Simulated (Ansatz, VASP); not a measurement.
Given: the input of a run of Ansatz 0.2.0 on CuO.

File input.yaml:

```yaml
crystal:
  lattice:
    - [3.24358622, 0.0, 0.0]
    - [-1.6217931051, 2.8090280613, 0.0]
    - [0.0, 0.0, 5.3122453321]
  atoms:
    - { symbol: Cu, position: [0.6666666667, 0.3333333333, 0.0] }
    - { symbol: Cu, position: [0.3333333333, 0.6666666667, 0.5] }
    - { symbol: O, position: [0.6666666667, 0.3333333333, 0.6252] }
    - { symbol: O, position: [0.3333333333, 0.6666666667, 0.1252] }
hamiltonian:
  xc: pbe
  pseudopotentials: { kind: paw }
kpoints:
  mp_grid: { grid: [9, 9, 5] }
scf:
  occupations: { method: fermi_dirac, width: 0.05 }
output:
  forces: true
  stress: true
  eigenvalues: true
```

Potentials or basis: Ansatz PAW.

Launch:

```sh
$ ansatz run input.yaml --threads 2 --pin off --max-ram 5632MiB --backend cpu --events-out ev --progress --plain --runs-dir out
```

Problem. Set up the same calculation for VASP 6.6.1. Potentials there: VASP PAW PBE potentials, release 64 (Cu, O).

Solution. As run (the cutoff follows the program's own potentials):

File INCAR:

```
PREC = Accurate
ENCUT = 520
EDIFF = 1E-7
ISMEAR = -1
SIGMA = 0.05
LREAL = F
LASPH = T
NELM = 60
ALGO = Normal
ISIF = 2
LWAVE = F
LCHARG = F
GGA = PE
NBANDS = 25
```

The input KPOINTS:

```
Automatic mesh
0
Gamma
  9 9 5
```

The input POSCAR:

```
CuO
1.0
    3.2435862200      0.0000000000      0.0000000000
   -1.6217931051      2.8090280613      0.0000000000
    0.0000000000      0.0000000000      5.3122453321
Cu O
2 2
Direct
    0.6666666667      0.3333333333      0.0000000000
    0.3333333333      0.6666666667      0.5000000000
    0.6666666667      0.3333333333      0.6252000000
    0.3333333333      0.6666666667      0.1252000000
```

Potentials or basis: VASP PAW PBE potentials, release 64 (Cu, O).

Command:

```console
$ cat potpaw_PBE.64/Cu/POTCAR potpaw_PBE.64/O/POTCAR > POTCAR
$ mpirun -np 1 vasp_std > vasp.out
```

Both were run:

|  | VASP | Ansatz | Ansatz less VASP |
| --- | --- | --- | --- |
| gap on the k mesh at the Fermi level (eV) | none | none | - |
| pressure (GPa) | -4.4 | -5.0 | -0.54 |
| traceless stress, the component that is largest in VASP (GPa) | 1.12 | 1.16 | +0.040 |
| rms of the force components (eV/Å) | 0.052 | 0.053 | +0.0012 |

Atom by atom the forces differ by 0.001 eV/Å (rms over components). A gap of «none» marks a metal or a gap that the smearing closes. The functional is the same, so the differences come from potentials, cutoffs and numerics. VASP's potentials hold 34 valence electrons a cell and Ansatz's 50, so a difference there can come from the potentials and not from the codes.
